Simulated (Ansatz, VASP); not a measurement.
## One calculation of NaCl, two programs

```xyz
2
Lattice="0.0000 2.8027 2.9454 2.8027 0.0000 2.9454 2.8027 2.8027 0.0000" Properties=species:S:1:pos:R:3 pbc="T T T"
Na    0.0000    0.0000    0.0000
Cl    2.8027    2.8027    2.9454
```

Change from the starting cell: uniaxial_z strain +5.1%.

Alike in both runs: task single point; functional PBE; k mesh 8 × 8 × 8; occupations fermi-dirac, width 0.02 eV; no spin polarisation.

|  | VASP | Ansatz |
| --- | --- | --- |
| version | VASP 6.6.1 | Ansatz 0.2.0 |
| potentials or method | VASP PAW PBE potentials, release 64 (Na_pv, Cl) | plane waves, PAW |
| plane-wave cutoff (eV) | 520 | 420 |
| valence electrons in the cell | 14 | 16 |

```tsv
	VASP	Ansatz	Ansatz less VASP
gap on the k mesh at the Fermi level (eV)	4.97	4.97	0.000
pressure (GPa)	0.1	0.1	+0.03
traceless stress, the component that is largest in VASP (GPa)	-1.07	-1.06	+0.008
```

VASP's potentials hold 14 valence electrons a cell and Ansatz's 16, so a difference there can come from the potentials and not from the codes.
